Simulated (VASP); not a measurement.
Input of a VASP 6.6.1 run:

The input POSCAR:

```
Ga4As3N
1.0
   -2.7468864720      2.7468864720      5.4109155524
    2.7468864720     -2.7468864720      5.4109155524
    2.7468864720      2.7468864720     -5.4109155524
N Ga As
1 4 3
Direct
    0.0000000000      0.0000000000      0.0000000000
    0.6757337493      0.6757337493      0.5757609111
    0.9000271618      0.3242662507      0.0000000000
    0.0999728382      0.0999728382      0.4242390889
    0.3242662507      0.9000271618      0.0000000000
    0.2500000000      0.7500000000      0.5000000000
    0.5000000000      0.5000000000      0.0000000000
    0.7500000000      0.2500000000      0.5000000000
```

File INCAR.step1:

```
PREC = Accurate
ENCUT = 520
ISMEAR = 0
SIGMA = 0.01
LREAL = F
LASPH = T
NELM = 100
NBANDS = 46
GGA = PE
ALGO = Normal
EDIFF = 1E-4
LWAVE = T
LCHARG = F
```

File INCAR.step2:

```
PREC = Accurate
ENCUT = 520
EDIFF = 1E-7
ISMEAR = 0
SIGMA = 0.01
LREAL = F
LASPH = T
NELM = 100
ALGO = Normal
ISIF = 2
LWAVE = F
LCHARG = F
METAGGA = R2SCAN
LMIXTAU = T
NBANDS = 46
ISTART = 1
```

Contents of KPOINTS:

```
regular mesh
0
Gamma
  6 6 6
```

Potentials or basis: VASP PAW PBE potentials, release 64 (N, Ga_d, As).

Launch:

```bash
$ cat potpaw_PBE.64/N/POTCAR potpaw_PBE.64/Ga_d/POTCAR potpaw_PBE.64/As/POTCAR > POTCAR
$ cp INCAR.step1 INCAR
$ mpirun -np 1 vasp_std > vasp.out
$ cp INCAR.step2 INCAR
$ mpirun -np 1 vasp_std > vasp.out
```

Task: What does it give for the band gap on the k mesh?

Result: 0.19 eV.

Task: What does it give for the pressure?

Result: -4.5 GPa.

Task: Predict the largest force.

Result: 0.024 eV/Å.

Forces in eV/Å, atoms in the order of the input:
```
N    0.000  0.000  0.000
Ga  -0.007 -0.007 -0.021
Ga   0.007 -0.007  0.021
Ga   0.007  0.007 -0.021
Ga  -0.007  0.007  0.021
As   0.000  0.000  0.000
As   0.000  0.000  0.000
As   0.000  0.000  0.000
```

Caveat: the cell stands under tension; semilocal functionals underestimate gaps, and a narrow one can read as zero; the PAW data sets were made with another functional, which shifts forces and pressure a little.
